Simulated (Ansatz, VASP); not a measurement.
## SiC3 in VASP and in Ansatz

```
CELL_PARAMETERS angstrom
2.79640 0.00000 0.00000
0.00000 2.79640 0.00000
0.00000 0.00000 4.09004
ATOMIC_POSITIONS crystal
C 0.50000 0.00000 0.78627
C 0.50000 0.50000 0.00000
C 0.00000 0.50000 0.21373
Si 0.00000 0.00000 0.50000
```

Alike in both runs: task single point; functional PBE; k mesh 6 × 6 × 4; no spin polarisation.

```csv
,VASP,Ansatz
version,VASP 6.6.1,Ansatz 0.2.0
potentials or method,"VASP PAW PBE potentials, release 64 (C, Si)","plane waves, PAW"
plane-wave cutoff (eV),520,420
occupations,"gaussian, width 0.01 eV",fixed
valence electrons in the cell,16,16
```

|  | VASP | Ansatz | Ansatz less VASP |
| --- | --- | --- | --- |
| gap on the k mesh at the Fermi level (eV) | 1.64 | 1.64 | +0.004 |
